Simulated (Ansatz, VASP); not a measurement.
Two plane-wave programs on SiNi2

The input INCAR:

```
PREC = Accurate ; ENCUT = 600
EDIFF = 1E-6 ; ISMEAR = 0
SIGMA = 0.1 ; LREAL = F
LASPH = T ; NELM = 60
ALGO = Normal ; ISIF = 3
LWAVE = F ; LCHARG = F
GGA = PE ; IBRION = 2
NSW = 100 ; EDIFFG = -0.05
```

File KPOINTS:

```
Automatic mesh
0
Gamma
  6 6 4
```

File POSCAR:

```
SiNi2
1.0
    3.8359985066      0.0000000000      0.0000000000
   -1.9179992533      3.3220721556      0.0000000000
    0.0000000000      0.0000000000      4.9480000000
Si Ni
2 4
Direct
    0.3333333333      0.6666666667      0.7500000000
    0.6666666667      0.3333333333      0.2500000000
    0.0000000000      0.0000000000      0.0000000000
    0.0000000000      0.0000000000      0.5000000000
    0.3333333333      0.6666666667      0.2500000000
    0.6666666667      0.3333333333      0.7500000000
```

Input for Ansatz:

```yaml
crystal:
  lattice:
    - [3.836, 0.0, 0.0]
    - [-1.918, 3.3220734489, 0.0]
    - [0.0, 0.0, 4.948]
  atoms:
    - { symbol: Si, position: [0.3333333333, 0.6666666667, 0.75] }
    - { symbol: Si, position: [0.6666666667, 0.3333333333, 0.25] }
    - { symbol: Ni, position: [0.0, 0.0, 0.0] }
    - { symbol: Ni, position: [0.0, 0.0, 0.5] }
    - { symbol: Ni, position: [0.3333333333, 0.6666666667, 0.25] }
    - { symbol: Ni, position: [0.6666666667, 0.3333333333, 0.75] }
basis:
  ecutwfc: 420
kpoints:
  mp_grid: { grid: [6, 6, 4] }
hamiltonian:
  xc: pbe
scf:
  occupations: { method: gaussian, width: 0.1 }
output:
  forces: true
  stress: true
  eigenvalues: true
relax:
  adjacent_minimum: "off"
  f_tol: 0.05
  max_steps: 80
  cell: { stress_tol: 0.5 }
```

Alike in both runs: task relaxation of cell and atoms; functional PBE; k mesh 6 × 6 × 4; occupations gaussian, width 0.1 eV; no spin polarisation.

|  | VASP | Ansatz |
| --- | --- | --- |
| version | VASP 6.6.1 | Ansatz 0.2.0 |
| potentials or method | VASP PAW PBE potentials, release 64 (Si, Ni), cutoff 600 eV | scalar-relativistic, plane waves, PAW |
| valence electrons in the cell | 48 | 80 |

|  | VASP | Ansatz | Ansatz less VASP |
| --- | --- | --- | --- |
| gap on the k mesh at the Fermi level, each at its own relaxed structure (eV) | none | none | - |
| relaxed volume (Å³/atom) | 11.03 | 11.02 | -0.008 |
| relaxed length of the cell vector where the two differ most in proportion (Å) | 5.005 | 4.992 | -0.0126 |

A gap of «none» marks a metal or a gap that the smearing closes. VASP's potentials hold 48 valence electrons a cell and Ansatz's 80, so a difference there can come from the potentials and not from the codes.
